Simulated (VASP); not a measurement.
# Be2CdS2 (P-6m2) in VASP: a series of runs, part 2 of 2

VASP 6.6.1.

### 3 Single point, PBE

This run uses another cell than the first one, of 18.68 Å³/atom, 0.962 times its volume.

The input, INCAR:

```
SYSTEM = Be2CdS2
PREC = Accurate ; ENCUT = 600
EDIFF = 1E-6 ; ISMEAR = 0
SIGMA = 0.1 ; LREAL = .FALSE.
LASPH = .TRUE. ; NELM = 120
ALGO = Normal ; ISIF = 2
LWAVE = .FALSE. ; LCHARG = .TRUE.
GGA = PE ; LELF = .TRUE.
LVHAR = .TRUE. ; NBANDS = 26
GGA_COMPAT = .FALSE.
```

The input, KPOINTS:

```
regular mesh
0
G
  6 6 4
  0 0 0
```

The input, POSCAR:

```
Be2CdS2
1.0
    4.1763643073      0.0000000030      0.0000000000
   -2.0881821562      3.6168375840      0.0000000000
    0.0000000000      0.0000000000      6.1837829494
Be Cd S
2 1 2
Direct
    0.6666666667      0.3333333333      0.1692540551
    0.6666666667      0.3333333333      0.8307459449
    0.0000000000      0.0000000000      0.5000000000
    0.0000000000      0.0000000000      0.0000000000
    0.3333333333      0.6666666667      0.5000000000
```

Potentials or basis: VASP PAW PBE potentials, release 64 (Be, Cd_sv_GW, S).

Launch:

```
cat potpaw_PBE.64/Be/POTCAR potpaw_PBE.64/Cd_sv_GW/POTCAR potpaw_PBE.64/S/POTCAR > POTCAR
mpirun -np 1 vasp_std > vasp.out
```

OUTCAR:

```text
SYSTEM = Be2CdS2
   PREC = Accurate
   ENCUT = 600
   EDIFF = 1E-6
   ISMEAR = 0
   LREAL = .FALSE.
   LASPH = .TRUE.
   NELM = 120
   ISIF = 2
   GGA = PE

 ion  position               nearest neighbor table
   1  0.667  0.333  0.169-   2 2.09
   2  0.667  0.333  0.831-   1 2.09
   3  0.000  0.000  0.500-   5 2.41   5 2.41   5 2.41
   4  0.000  0.000  0.000-
   5  0.333  0.667  0.500-   3 2.41   3 2.41   3 2.41

  LATTYP: Found a hexagonal cell.
 ALAT       =     4.1763643073
 C/A-ratio  =     1.4806617657

  Lattice vectors:

 A1 = (   4.1763643073,   0.0000000030,   0.0000000000)
 A2 = (  -2.0881821562,   3.6168375840,   0.0000000000)
 A3 = (   0.0000000000,   0.0000000000,   6.1837829494)

Analysis of symmetry for initial positions (statically):
=====================================================================
 Subroutine PRICEL returns:
 Original cell was already a primitive cell.

 Routine SETGRP: Setting up the symmetry group for a
 hexagonal supercell.

 Subroutine GETGRP returns: Found 12 space group operations
 (whereof 12 operations were pure point group operations)
 out of a pool of 24 trial point group operations.

The static configuration has the point symmetry D_3h.

Analysis of symmetry for dynamics (positions and initial velocities):
=====================================================================
 Subroutine PRICEL returns:
 Original cell was already a primitive cell.

 Routine SETGRP: Setting up the symmetry group for a
 hexagonal supercell.

 Subroutine GETGRP returns: Found 12 space group operations
 (whereof 12 operations were pure point group operations)
 out of a pool of 24 trial point group operations.

The dynamic configuration has the point symmetry D_3h.

 Subroutine INISYM returns: Found 12 space group operations
 (whereof 12 operations are pure point group operations),
 and found     1 'primitive' translations

----------------------------------------------------------------------------------------

                                     Primitive cell

  volume of cell :      93.4075

  direct lattice vectors                    reciprocal lattice vectors
     4.176364307  0.000000003  0.000000000     0.239442713  0.138242315  0.000000000
    -2.088182156  3.616837584  0.000000000    -0.000000000  0.276484630  0.000000000
     0.000000000  0.000000000  6.183782949     0.000000000  0.000000000  0.161713309

  length of vectors
     4.176364307  4.176364307  6.183782949     0.276484630  0.276484630  0.161713309

  position of ions in fractional coordinates (direct lattice)
     0.666666667  0.333333333  0.169254055
     0.666666667  0.333333333  0.830745945
     0.000000000  0.000000000  0.500000000
     0.000000000  0.000000000  0.000000000
     0.333333333  0.666666667  0.500000000

  ion indices of the primitive-cell ions
   primitive index   ion index
                 1           1
                 2           2
                 3           3
                 4           4
                 5           5

----------------------------------------------------------------------------------------

 KPOINTS: regular mesh

Automatic generation of k-mesh.
 Grid dimensions read from file:
 generate k-points for:    6    6    4

 Generating k-lattice:

  Cartesian coordinates                     Fractional coordinates (reciprocal lattice)
     0.039907119  0.023040386  0.000000000     0.166666667  0.000000000  0.000000000
    -0.000000000  0.046080772  0.000000000     0.000000000  0.166666667  0.000000000
     0.000000000  0.000000000  0.040428327     0.000000000  0.000000000  0.250000000

  Length of vectors
     0.046080772  0.046080772  0.040428327

  Shift w.r.t. Gamma in fractional coordinates (k-lattice)
     0.000000000  0.000000000  0.000000000

 Subroutine IBZKPT returns following result:
 ===========================================

 Found     21 irreducible k-points:

 Following reciprocal coordinates:
            Coordinates               Weight
  0.000000  0.000000  0.000000      1.000000
  0.166667  0.000000  0.000000      6.000000
  0.333333  0.000000  0.000000      6.000000
  0.500000  0.000000  0.000000      3.000000
  0.166667  0.166667  0.000000      6.000000
  0.333333  0.166667  0.000000     12.000000
[... 13 lines left out ...]
  0.333333  0.166667  0.500000     12.000000
  0.333333  0.333333  0.500000      2.000000
   k-points           NKPTS =     21   k-points in BZ     NKDIM =     21   number of bands    NBANDS=     26
   number of dos      NEDOS =    301   number of ions     NIONS =      5
   total plane-waves  NPLWV =  64800
   dimension x,y,z NGX =    36 NGY =   36 NGZ =   50
   dimension x,y,z NGXF=    72 NGYF=   72 NGZF=  100
   ions per type =               2   1   2
   NGX,Y,Z   is equivalent  to a cutoff of  14.33, 14.33, 13.44 a.u.
   NGXF,Y,Z  is equivalent  to a cutoff of  28.66, 28.66, 26.88 a.u.
 SYSTEM =  Be2CdS2
   PREC   = accura    normal or accurate (medium, high low for compatibility)
   ISTART =      0    job   : 0-new  1-cont  2-samecut
   ICHARG =      2    charge: 1-file 2-atom 10-const
   ISPIN  =      1    spin polarized calculation?
   LNONCOLLINEAR =      F non collinear calculations
   LSORBIT =      F    spin-orbit coupling
   LASPH  =      T    aspherical Exc in radial PAW
   ENCUT  =  600.0 eV  44.10 Ry    6.64 a.u.   8.34  8.34 12.35*2*pi/ulx,y,z
   NELM   =    120;   NELMIN=  2; NELMDL= -5     # of ELM steps
   EDIFF  = 0.1E-05   stopping-criterion for ELM
   LREAL  =      F    real-space projection
   EDIFFG = 0.1E-04   stopping-criterion for IOM
   NSW    =      0    number of steps for IOM
   IBRION =     -1    ionic relax: 0-MD 1-quasi-New 2-CG
   NFREE  =      0    steps in history (QN), initial steepest desc. (CG)
   ISIF   =      2    stress and relaxation
   ISYM   =      2    0-nonsym 1-usesym 2-fastsym
   POTIM  = 0.5000    time-step for ionic-motion
   TEBEG  =    0.0;   TEEND  =   0.0 temperature during run
   PSTRESS=    0.0 pullay stress
   NELECT =      36.0000    total number of electrons
   NUPDOWN=      -1.0000    fix difference up-down
   EMIN   =  10.00;   EMAX   =-10.00  energy-range for DOS
   EFERMI =   0.00;   METHOD = LEGACY
   ISMEAR =     0;   SIGMA  =   0.10  broadening in eV -4-tet -1-fermi 0-gaus
   EFERMI_NEDOS =   21; number of points for ismear=-14 and -15
   IALGO  =     38    algorithm
   IMIX   =      4    mixing-type and parameters
     AMIX     =   0.40;   BMIX     =  1.00
     AMIX_MAG =   1.60;   BMIX_MAG =  1.00
  volume/ion in A,a.u.               =      18.68       126.07
  Fermi-wavevector in a.u.,A,eV,Ry     =   1.191375  2.251372 19.311759  1.419374
  Thomas-Fermi vector in A             =   2.327438
   LORBIT       =      0    0 simple, 1 ext, 2 COOP (PROOUT), +10 PAW based schemes
   GGA     = PE    functional components
   LHFCALC =     F    Hartree Fock is set to
   AEXX    =    0.0000 exact exchange contribution
   IVDW    =     0    specifies the selected vdW correction
   LEPSILON=     F    determine dielectric tensor
   LRPA    =     F    only Hartree local field effects (RPA)
 non-spin polarized calculation
 Gauss-broadening in eV      SIGMA  =   0.10
  energy-cutoff  :      600.00
  volume of cell :       93.41
 maximum number of plane-waves:      3150
 NGX is ok and might be reduce to    36
   NGX = 17   NGY = 17   NGZ = 25

 number of electron      36.0000003 magnetization

 Free energy of the ion-electron system (eV)
  ---------------------------------------------------
  ext. energy  EPLUGINS =         0.00000000
  ---------------------------------------------------
  free energy    TOTEN  =       -13.60082372 eV

  energy without entropy =      -13.57213508  energy(sigma->0) =      -13.58647940

 E-fermi :   4.9695     XC(G=0):  -9.5521

 val. band max:        4.9684738319   @ k =   0.3333   0.3333   0.2500
 cond. band min:       4.9770793999   @ k =   0.3333   0.0000   0.2500
 fundamental gap:      0.0086055680
 Fermi energy:         4.9695198263

 k-point     1 :       0.0000    0.0000    0.0000
  band No.  band energies     occupation
      1     -98.3139      2.00000
      2     -59.3793      2.00000
      3     -59.3793      2.00000
      4     -59.3674      2.00000
      5      -9.5791      2.00000
      6      -8.6087      2.00000
[... 598 lines left out ...]
     25      10.7791      0.00000
     26      11.0615      0.00000

------------------------ aborting loop because EDIFF is reached ----------------------------------------

  FORCE on cell =-STRESS in cart. coord.  units (eV):
  Direction    XX          YY          ZZ          XY          YZ          ZX
  --------------------------------------------------------------------------------------
  -------------------------------------------------------------------------------------
  Total       -0.1010054     -0.1010054     -0.1887385     -0.0000000      0.0000000     -0.0000000
  in kB       -1.7325014     -1.7325014     -3.2373484     -0.0000000      0.0000000     -0.0000000
  external PRESSURE =      -2.2341170 kB  Pullay stress =       0.0000000 kB

 VOLUME and BASIS-vectors are now :
 -----------------------------------------------------------------------------
  energy-cutoff  :      600.00
  volume of cell :       93.41
      direct lattice vectors                 reciprocal lattice vectors
     4.176364307  0.000000003  0.000000000     0.239442713  0.138242315  0.000000000
    -2.088182156  3.616837584  0.000000000    -0.000000000  0.276484630  0.000000000
     0.000000000  0.000000000  6.183782949     0.000000000  0.000000000  0.161713309

 POSITION                                       TOTAL-FORCE (eV/Angst)
 -----------------------------------------------------------------------------------
      2.08818      1.20561      1.04663         0.000000      0.000000      0.039923
      2.08818      1.20561      5.13715        -0.000000      0.000000     -0.039923
      0.00000      0.00000      3.09189         0.000000     -0.000000      0.000000
      0.00000      0.00000      0.00000        -0.000000     -0.000000      0.000000
     -0.00000      2.41123      3.09189        -0.000000     -0.000000      0.000000
 -----------------------------------------------------------------------------------
    total drift:                                0.000000     -0.000000     -0.000000

  FREE ENERGIE OF THE ION-ELECTRON SYSTEM (eV)
  ---------------------------------------------------
  free  energy   TOTEN  =       -13.6008237160 eV

  energy  without entropy=      -13.5721350820  energy(sigma->0) =      -13.58647940
```

stdout:

```text
POSCAR found type information on POSCAR BeCdS
 POSCAR found :  3 types and       5 ions
 scaLAPACK will be used
 LDA part: xc-table for (Slater+PW92), standard interpolation
 POSCAR, INCAR and KPOINTS ok, starting setup
 FFT: planning ... GRIDC
 FFT: planning ... GRID_SOFT
 FFT: planning ... GRID
 WAVECAR not read
 entering main loop
```

Run time: 52 s. Hardware: 1 thread of Intel Xeon Platinum 8488C (Sapphire Rapids), shared host; peak memory 0.29 GiB.

Results:

```
Free energy            : -13.6008 eV
Pressure               : -0.2 GPa
Largest force          : 0.040 eV/Å
Band gap on the k mesh : zero (band 18 reaches 5.93 eV, above the bottom of band 19 at 3.51 eV)
```

Forces on the atoms (eV/Å):
```
Be   0.000  0.000  0.040
Be   0.000  0.000 -0.040
Cd   0.000  0.000  0.000
S    0.000  0.000  0.000
S    0.000  0.000  0.000
```

Stress tensor (GPa, compression positive):
```
-0.17  0.00  0.00
 0.00 -0.17  0.00
 0.00  0.00 -0.32
```

Levels at points of the mesh, in eV from the Fermi level:
```
           k point  band 16  band 17  band 18  band 19  band 20  band 21
(0.00, 0.00, 0.00)    -2.35    -2.35    -2.14    -1.46     2.05     2.05
(0.50, 0.00, 0.00)    -3.31    -3.00    -0.18     0.06     0.11     2.91
(0.00, 0.00, 0.50)    -2.38    -2.38    -1.65    -0.18     2.09     2.09
(0.50, 0.00, 0.50)    -3.09    -2.96    -0.55    -0.14     0.85     3.18
```
